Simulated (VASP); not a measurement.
A run of VASP 6.6.1:

The input INCAR:

```
SYSTEM = CoH3
ALGO = Normal ; EDIFF = 1E-6
ENCUT = 690 ; GGA = PE
GGA_COMPAT = .False. ; ISIF = 2
ISMEAR = 0 ; LASPH = .True.
LCHARG = .True. ; LELF = .True.
LREAL = .False. ; LVHAR = .True.
LWAVE = .False. ; NBANDS = 30
NELM = 120 ; PREC = Accurate
SIGMA = 0.1
```

File KPOINTS:

```
k-points
0
Gamma
  12 12 12
  0 0 0
```

Contents of POSCAR:

```
CoH3
1.0
    4.3220451424      0.0000000000      0.0000000000
   -2.1610225712      3.7430008896      0.0000000000
    0.0000000000      0.0000000000      2.5157992771
Co H
2 6
Direct
    0.3333333333      0.6666666667      0.7500000000
    0.6666666667      0.3333333333      0.2500000000
    0.1880570264      0.3761140528      0.2500000000
    0.6238859472      0.8119429736      0.2500000000
    0.1880570264      0.8119429736      0.2500000000
    0.8119429736      0.6238859472      0.7500000000
    0.3761140528      0.1880570264      0.7500000000
    0.8119429736      0.1880570264      0.7500000000
```

Potentials or basis: VASP PAW PBE potentials, release 64 (Co_sv, H).

Command:

```console
$ cat potpaw_PBE.64/Co_sv/POTCAR potpaw_PBE.64/H/POTCAR > POTCAR
$ mpirun -np 1 vasp_std > vasp.out
```

Hardware: 1 thread of Intel(R) Xeon(R) 6975P-C (Granite Rapids) (shared host).

Estimate the wall time of this run.

Run time: 2.4 min on 1 thread of Intel(R) Xeon(R) 6975P-C (Granite Rapids) (shared host), peak memory 0.32 GiB. Counts: scf iterations 14, k points 133.
